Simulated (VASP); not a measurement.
# Si2W (I4/mmm) in VASP: further runs

Si2W is run at these levels: PBEsol; tasks: single point.

All numbers are computed with VASP 6.6.1; they aren't measurements. Logs are shortened: lines on timing, memory, paths and dates and some standing lists are left out, and cuts for length are marked.

## 1. The cell of the first run

Symmetry: I4/mmm, No. 139, tetragonal system. The conventional cell has a = 3.132 Å, b = 3.132 Å, c = 7.681 Å, α = 90.00°, β = 90.00°, γ = 90.00°. Si (site symmetry 4mm) has 9 Si at 2.56 to 3.13 Å and 5 W at 2.56 Å within 3.4 Å. W (site symmetry 4/mmm) has 10 Si at 2.56 Å and 4 W at 3.13 Å within 3.4 Å.

## 2. Single point, PBEsol (12.56 Å³/atom)

Contents of INCAR:

```
SYSTEM = Si2W
ALGO = Normal
EDIFF = 1E-6
ENCUT = 520
GGA = PS
ISIF = 2
ISMEAR = 0
LASPH = .TRUE.
LCHARG = .FALSE.
LREAL = .FALSE.
LWAVE = .FALSE.
NBANDS = 18
NELM = 60
PREC = Accurate
SIGMA = 0.1
```

Contents of KPOINTS:

```
k-points
0
G
  18 18 18
  0 0 0
```

Contents of POSCAR:

```
Si2W
1.0
   -1.5661164755      1.5661164755      3.8403180637
    1.5661164755     -1.5661164755      3.8403180637
    1.5661164755      1.5661164755     -3.8403180637
Si W
2 1
Direct
    0.3336294387      0.3336294387      0.0000000000
    0.6663705613      0.6663705613      0.0000000000
    0.0000000000      0.0000000000      0.0000000000
```

Potentials or basis: VASP PAW PBE potentials, release 64 (Si, W_sv).

On the command line:

```console
$ cat potpaw_PBE.64/Si/POTCAR potpaw_PBE.64/W_sv/POTCAR > POTCAR
$ mpirun -np 1 vasp_std > vasp.out
```

OUTCAR:

```text
SYSTEM = Si2W
   EDIFF = 1E-6
   ENCUT = 520
   GGA = PS
   ISIF = 2
   ISMEAR = 0
   LASPH = .TRUE.
   LREAL = .FALSE.
   NELM = 60
   PREC = Accurate

 ion  position               nearest neighbor table
   1  0.334  0.334  0.000-   2 2.56   3 2.56   3 2.56   3 2.56   3 2.56   2 2.56   2 2.56   2 2.56
                             2 2.56   3 2.56
   2  0.666  0.666  0.000-   1 2.56   3 2.56   3 2.56   3 2.56   3 2.56   1 2.56   1 2.56   1 2.56
                             1 2.56   3 2.56
   3  0.000  0.000  0.000-   2 2.56   1 2.56   2 2.56   1 2.56   2 2.56   1 2.56   1 2.56   2 2.56
                             1 2.56   2 2.56

  LATTYP: Found a body centered tetragonal cell.
 ALAT       =     3.1322329510
 C/A-ratio  =     2.4521280018

  Lattice vectors:

 A1 = (  -1.5661164755,   1.5661164755,   3.8403180637)
 A2 = (   1.5661164755,  -1.5661164755,   3.8403180637)
 A3 = (   1.5661164755,   1.5661164755,  -3.8403180637)

Analysis of symmetry for initial positions (statically):
=====================================================================
 Subroutine PRICEL returns:
 Original cell was already a primitive cell.

 Routine SETGRP: Setting up the symmetry group for a
 body centered tetragonal supercell.

 Subroutine GETGRP returns: Found 16 space group operations
 (whereof 16 operations were pure point group operations)
 out of a pool of 16 trial point group operations.

The static configuration has the point symmetry D_4h.

Analysis of symmetry for dynamics (positions and initial velocities):
=====================================================================
 Subroutine PRICEL returns:
 Original cell was already a primitive cell.

 Routine SETGRP: Setting up the symmetry group for a
 body centered tetragonal supercell.

 Subroutine GETGRP returns: Found 16 space group operations
 (whereof 16 operations were pure point group operations)
 out of a pool of 16 trial point group operations.

The dynamic configuration has the point symmetry D_4h.

 Subroutine INISYM returns: Found 16 space group operations
 (whereof 16 operations are pure point group operations),
 and found     1 'primitive' translations

----------------------------------------------------------------------------------------

                                     Primitive cell

  volume of cell :      37.6769

  direct lattice vectors                    reciprocal lattice vectors
    -1.566116476  1.566116476  3.840318064     0.000000000  0.319261056  0.130197549
[... 90 lines left out ...]
   EDIFFG = 0.1E-04   stopping-criterion for IOM
   NSW    =      0    number of steps for IOM
   IBRION =     -1    ionic relax: 0-MD 1-quasi-New 2-CG
   NFREE  =      0    steps in history (QN), initial steepest desc. (CG)
   ISIF   =      2    stress and relaxation
   ISYM   =      2    0-nonsym 1-usesym 2-fastsym
   POTIM  = 0.5000    time-step for ionic-motion
   TEBEG  =    0.0;   TEEND  =   0.0 temperature during run
   PSTRESS=    0.0 pullay stress
   NELECT =      22.0000    total number of electrons
   NUPDOWN=      -1.0000    fix difference up-down
   EMIN   =  10.00;   EMAX   =-10.00  energy-range for DOS
   EFERMI =   0.00;   METHOD = LEGACY
   ISMEAR =     0;   SIGMA  =   0.10  broadening in eV -4-tet -1-fermi 0-gaus
   EFERMI_NEDOS =   21; number of points for ismear=-14 and -15
   IALGO  =     38    algorithm
   IMIX   =      4    mixing-type and parameters
     AMIX     =   0.40;   BMIX     =  1.00
     AMIX_MAG =   1.60;   BMIX_MAG =  1.00
  volume/ion in A,a.u.               =      12.56        84.75
  Fermi-wavevector in a.u.,A,eV,Ry     =   1.368329  2.585767 25.474529  1.872325
  Thomas-Fermi vector in A             =   2.494303
   LORBIT       =      0    0 simple, 1 ext, 2 COOP (PROOUT), +10 PAW based schemes
   GGA     = PS    functional components
   LHFCALC =     F    Hartree Fock is set to
   AEXX    =    0.0000 exact exchange contribution
   IVDW    =     0    specifies the selected vdW correction
   LEPSILON=     F    determine dielectric tensor
   LRPA    =     F    only Hartree local field effects (RPA)
 non-spin polarized calculation
 Gauss-broadening in eV      SIGMA  =   0.10
  energy-cutoff  :      520.00
  volume of cell :       37.68
 maximum number of plane-waves:      1034
 NGX is ok and might be reduce to    36
   NGX = 17   NGY = 17   NGZ = 17

 number of electron      22.0000001 magnetization

 Free energy of the ion-electron system (eV)
  ---------------------------------------------------
  ext. energy  EPLUGINS =         0.00000000
  ---------------------------------------------------
  free energy    TOTEN  =       -26.51771322 eV

  energy without entropy =      -26.51673384  energy(sigma->0) =      -26.51722353

 E-fermi :  12.9116     XC(G=0): -12.9468

 val. band max:       12.8718061413   @ k =  -0.3889   0.5000   0.3333
 cond. band min:      12.9217590377   @ k =  -0.4444   0.5000   0.2778
 fundamental gap:      0.0499528964
 Fermi energy:        12.9116277074

 k-point     1 :       0.0000    0.0000    0.0000
  band No.  band energies     occupation
      1     -60.7413      2.00000
      2     -25.0942      2.00000
      3     -25.0137      2.00000
      4     -25.0137      2.00000
      5      -1.7804      2.00000
      6       5.5784      2.00000
[... 481 lines left out ...]
      5      -0.8090      2.00000
      6       5.8336      2.00000
[... 10 lines left out ...]
     17      19.7779      0.00000
     18      21.4550      0.00000

 [... further k-points ...]

------------------------ aborting loop because EDIFF is reached ----------------------------------------

  FORCE on cell =-STRESS in cart. coord.  units (eV):
  Direction    XX          YY          ZZ          XY          YZ          ZX
  --------------------------------------------------------------------------------------
  -------------------------------------------------------------------------------------
  Total        3.9697598      3.9697598      3.9332446      0.0000000     -0.0000000      0.0000000
  in kB      168.8105225    168.8105225    167.2577444      0.0000000     -0.0000000      0.0000000
  external PRESSURE =     168.2929298 kB  Pullay stress =       0.0000000 kB

 VOLUME and BASIS-vectors are now :
 -----------------------------------------------------------------------------
  energy-cutoff  :      520.00
  volume of cell :       37.68
      direct lattice vectors                 reciprocal lattice vectors
    -1.566116476  1.566116476  3.840318064     0.000000000  0.319261056  0.130197549
     1.566116476 -1.566116476  3.840318064     0.319261056  0.000000000  0.130197549
     1.566116476  1.566116476 -3.840318064     0.319261056  0.319261056  0.000000000

 POSITION                                       TOTAL-FORCE (eV/Angst)
 -----------------------------------------------------------------------------------
      0.00000      0.00000      2.56249         0.000000      0.000000     -0.012784
      0.00000      0.00000      5.11815        -0.000000     -0.000000      0.012784
      0.00000      0.00000      0.00000         0.000000      0.000000     -0.000000
 -----------------------------------------------------------------------------------
    total drift:                               -0.000000      0.000000     -0.000000

  FREE ENERGIE OF THE ION-ELECTRON SYSTEM (eV)
  ---------------------------------------------------
  free  energy   TOTEN  =       -26.5177132164 eV

  energy  without entropy=      -26.5167338369  energy(sigma->0) =      -26.51722353
```

Run time: 2.8 min. Hardware: 1 thread of Intel Xeon 6975P-C (Granite Rapids), shared host; peak memory 0.44 GiB.

Results:

| Quantity | Value |
| --- | --- |
| Free energy | -26.5177 eV |
| Pressure | 16.8 GPa |
| Largest force | 0.013 eV/Å |
| Band gap on the k mesh | zero (bands 11 and 12 overlap by 1.47 eV) |

Forces on the atoms (eV/Å):
```
Si   0.000  0.000 -0.013
Si   0.000  0.000  0.013
W    0.000  0.000  0.000
```

Caveat: the cell stands under pressure; the PAW data sets were made with another functional, which shifts forces and pressure a little; spin-orbit coupling is left out, which moves the levels of the heavy elements.

## 3. Single point, PBEsol (12.96 Å³/atom)

This run uses another cell than the first one, of 12.96 Å³/atom.

Contents of INCAR:

```
PREC = Accurate ; ENCUT = 520
EDIFF = 1E-7 ; ISMEAR = 0
SIGMA = 0.1 ; LREAL = False
LASPH = True ; NELM = 100
ALGO = Normal ; ISIF = 2
LWAVE = False ; LCHARG = False
GGA = PS ; NBANDS = 18
```

Contents of KPOINTS:

```
regular mesh
0
Gamma
  18 18 18
```

Contents of POSCAR:

```
Si2W
1.0
   -1.5838574331      1.5838574331      3.8746012867
    1.5838574331     -1.5838574331      3.8746012867
    1.5838574331      1.5838574331     -3.8746012867
Si W
2 1
Direct
    0.3340895991      0.3340895991      0.0000000000
    0.6659104009      0.6659104009      0.0000000000
    0.0000000000      0.0000000000      0.0000000000
```

Potentials or basis: VASP PAW PBE potentials, release 64 (Si, W_sv).

On the command line:

```console
$ cat potpaw_PBE.64/Si/POTCAR potpaw_PBE.64/W_sv/POTCAR > POTCAR
$ mpirun -np 1 vasp_std > vasp.out
```

It took 3.6 min on 1 thread of Intel Xeon 6975P-C (Granite Rapids), shared host; peak memory 0.44 GiB.

It converged, with:

| Quantity | Value |
| --- | --- |
| Free energy | -26.6101 eV |
| Pressure | 7.9 GPa |
| Largest force | 0.012 eV/Å |
| Band gap on the k mesh | zero (bands 11 and 12 overlap by 1.38 eV) |

Forces on the atoms (eV/Å):
```
Si   0.000  0.000 -0.012
Si   0.000  0.000  0.012
W    0.000  0.000  0.000
```

Stress tensor (GPa, compression positive):
```
7.98 0.00 0.00
0.00 7.98 0.00
0.00 0.00 7.85
```

Levels at points of the mesh, in eV from the Fermi level:
| k point | band 9 | band 10 | band 11 | band 12 | band 13 | band 14 |
| --- | --- | --- | --- | --- | --- | --- |
| (0.00, 0.00, 0.00) | -2.95 | -2.95 | 0.67 | 2.74 | 3.02 | 3.26 |
| (0.50, 0.00, 0.00) | -2.94 | -2.88 | -0.48 | 2.87 | 2.88 | 4.03 |
| (0.50, 0.50, 0.00) | -5.19 | -3.45 | -1.73 | 2.91 | 3.16 | 3.33 |
| (0.50, 0.50, 0.50) | -0.82 | -0.82 | -0.53 | -0.53 | 0.87 | 4.61 |

Caveat: the cell stands under pressure; the PAW data sets were made with another functional, which shifts forces and pressure a little; spin-orbit coupling is left out, which moves the levels of the heavy elements.

## 4. Single point, PBEsol

This run uses another cell than the first one, of 13.36 Å³/atom.

Contents of INCAR:

```
SYSTEM = Si2W
  PREC = Accurate
  ENCUT = 520
  EDIFF = 1E-7
  ISMEAR = 0
  SIGMA = 0.1
  LREAL = .FALSE.
  LASPH = .TRUE.
  NELM = 100
  ALGO = Normal
  ISIF = 2
  LWAVE = .FALSE.
  LCHARG = .FALSE.
  GGA = PS
  NBANDS = 18
```

Contents of KPOINTS:

```
Automatic mesh
0
G
  18 18 18
  0 0 0
```

Contents of POSCAR:

```
Si2W
1.0
   -1.6012849238      1.6012849238      3.9079610700
    1.6012849238     -1.6012849238      3.9079610700
    1.6012849238      1.6012849238     -3.9079610700
Si W
2 1
Direct
    0.3345424480      0.3345424480      0.0000000000
    0.6654575520      0.6654575520      0.0000000000
    0.0000000000      0.0000000000      0.0000000000
```

On the command line:

```console
$ cat potpaw_PBE.64/Si/POTCAR potpaw_PBE.64/W_sv/POTCAR > POTCAR
$ mpirun -np 1 vasp_std > vasp.out
```

Run time: 3.7 min. Hardware: 1 thread of Intel Xeon 6975P-C (Granite Rapids), shared host; peak memory 0.45 GiB.

It converged, with:

| Item | Value |
| --- | --- |
| Free energy | -26.6407 eV |
| Pressure | 0.3 GPa |
| Largest force | 0.008 eV/Å |
| Band gap on the k mesh | zero (bands 11 and 12 overlap by 1.30 eV) |

Forces on the atoms (eV/Å):
```
Si   0.000  0.000 -0.008
Si   0.000  0.000  0.008
W    0.000  0.000  0.000
```

Levels at points of the mesh, in eV from the Fermi level:
| k point | band 7 | band 8 | band 9 | band 10 | band 11 | band 12 | band 13 | band 14 | band 15 | band 16 |
| --- | --- | --- | --- | --- | --- | --- | --- | --- | --- | --- |
| (0.00, 0.00, 0.00) | -3.73 | -3.40 | -2.86 | -2.86 | 0.63 | 2.82 | 2.87 | 3.13 | 3.13 | 4.65 |
| (0.50, 0.00, 0.00) | -5.80 | -4.88 | -2.81 | -2.81 | -0.45 | 2.73 | 2.82 | 3.96 | 4.48 | 5.12 |
| (0.50, 0.50, 0.00) | -6.04 | -5.47 | -5.05 | -3.30 | -1.75 | 2.83 | 3.00 | 3.16 | 3.91 | 4.32 |
| (0.50, 0.50, 0.50) | -3.92 | -2.62 | -0.82 | -0.82 | -0.51 | -0.51 | 0.81 | 4.53 | 4.99 | 6.12 |

Caveat: the PAW data sets were made with another functional, which shifts forces and pressure a little; spin-orbit coupling is left out, which moves the levels of the heavy elements.

## 5. Overview

| cell | gap on the mesh (eV) | pressure (GPa) | largest force (eV/Å) |
| --- | --- | --- | --- |
| a = 4.433 Å, angles 138.6, 138.6, 59.9°, 3 atoms, atomic positions A | none | 16.8 | 0.01 |
| a = 4.475 Å, angles 138.5, 138.5, 60.1°, 3 atoms, atomic positions B | none | 7.9 | 0.01 |
| a = 4.517 Å, angles 138.5, 138.5, 60.2°, 3 atoms, atomic positions C | none | 0.3 | 0.01 |

Alike in all rows: task single point; level PBEsol; potentials or basis VASP PAW PBE potentials, release 64 (Si, W_sv); no spin polarisation; k mesh 18 × 18 × 18; cutoff (eV) 520; smearing gaussian 0.1 eV.

Caveats: the PAW data sets were made with another functional, which shifts forces and pressure a little; spin-orbit coupling is left out, which moves the levels of the heavy elements; the cell stands under pressure (at least some runs).

Absolute energies hang on the potentials; compare differences alone.

The gap in the log of VASP goes by the Fermi energy; the results here count the filled bands.